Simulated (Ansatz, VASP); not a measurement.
## One calculation of MgO2, two programs

The input INCAR:

```
  PREC = Accurate
  ENCUT = 520
  EDIFF = 1E-6
  ISMEAR = 0
  SIGMA = 0.02
  LREAL = False
  LASPH = True
  NELM = 60
  ALGO = Normal
  ISIF = 2
  LWAVE = False
  LCHARG = True
  GGA = PS
  LELF = True
  LVHAR = True
  NBANDS = 40
```

KPOINTS

```
Automatic mesh
0
Gamma
  4 8 6
```

The input POSCAR:

```
MgO2
1.0
    7.6218560913      0.0000000000      0.0000000000
    0.0000000000      3.1513739299      0.0000000000
    0.0000000000      0.0000000000      4.8852896130
Mg O
4 8
Direct
    0.1263377367      0.2500000000      1.2943344714
    0.8736622633      0.7500000000     -0.2943344714
    0.3736622633      0.7500000000      0.7943344714
    0.6263377367      0.2500000000      0.2056655286
    0.7065907475      0.2500000000     -0.3962850574
    0.2934092525      0.7500000000      1.3962850574
    0.7934092525      0.7500000000      0.1037149426
    0.2065907475      0.2500000000      0.8962850574
    1.0531341108      0.2500000000      0.7124633433
   -0.0531341108      0.7500000000      0.2875366567
    0.4468658892      0.7500000000      0.2124633433
    0.5531341108      0.2500000000      0.7875366567
```

Input for Ansatz:

```yaml
crystal:
  lattice:
    - [7.6218560913, 0.0, 0.0]
    - [0.0, 3.1513739299, 0.0]
    - [0.0, 0.0, 4.885289613]
  atoms:
    - { symbol: Mg, position: [0.1263377367, 0.25, 1.2943344714] }
    - { symbol: Mg, position: [0.8736622633, 0.75, -0.2943344714] }
    - { symbol: Mg, position: [0.3736622633, 0.75, 0.7943344714] }
    - { symbol: Mg, position: [0.6263377367, 0.25, 0.2056655286] }
    - { symbol: O, position: [0.7065907475, 0.25, -0.3962850574] }
    - { symbol: O, position: [0.2934092525, 0.75, 1.3962850574] }
    - { symbol: O, position: [0.7934092525, 0.75, 0.1037149426] }
    - { symbol: O, position: [0.2065907475, 0.25, 0.8962850574] }
    - { symbol: O, position: [1.0531341108, 0.25, 0.7124633433] }
    - { symbol: O, position: [-0.0531341108, 0.75, 0.2875366567] }
    - { symbol: O, position: [0.4468658892, 0.75, 0.2124633433] }
    - { symbol: O, position: [0.5531341108, 0.25, 0.7875366567] }
basis:
  ecutwfc: 420
kpoints:
  mp_grid: { grid: [4, 8, 6] }
  band_path: { path: [VBM, CBM], npoints: 2 }
hamiltonian:
  xc: pbesol
scf:
  occupations: { method: gaussian, width: 0.02 }
output:
  forces: true
  stress: true
  eigenvalues: true
checkpoint:
  read: start.run
  write: ck
  compress: false
  write_wavefunctions: false
  write_every: 100000
```

Alike in both runs: task single point; functional PBEsol; k mesh 4 × 8 × 6; occupations gaussian, width 0.02 eV; no spin polarisation.

|  | VASP | Ansatz |
| --- | --- | --- |
| version | VASP 6.6.1 | Ansatz 0.2.0 |
| potentials or method | VASP PAW PBE potentials, release 64 (Mg, O), cutoff 520 eV | scalar-relativistic, plane waves, PAW |
| valence electrons in the cell | 56 | 88 |

|  | VASP | Ansatz | Ansatz less VASP |
| --- | --- | --- | --- |
| gap on the k mesh at the Fermi level (eV) | 3.01 | 3.04 | +0.028 |
| least direct gap on the mesh (eV) | 3.03 | 3.06 | +0.027 |
| pressure (GPa) | -0.1 | 0.0 | +0.10 |
| traceless stress, the component that is largest in VASP (GPa) | -0.64 | -0.03 | +0.607 |
| rms of the force components (eV/Å) | 0.095 | 0.000 | -0.0948 |

VASP's potentials were made for PBE, not for PBEsol. Atom by atom the forces differ by 0.095 eV/Å (rms over components). VASP's potentials hold 56 valence electrons a cell and Ansatz's 88, so a difference there can come from the potentials and not from the codes.
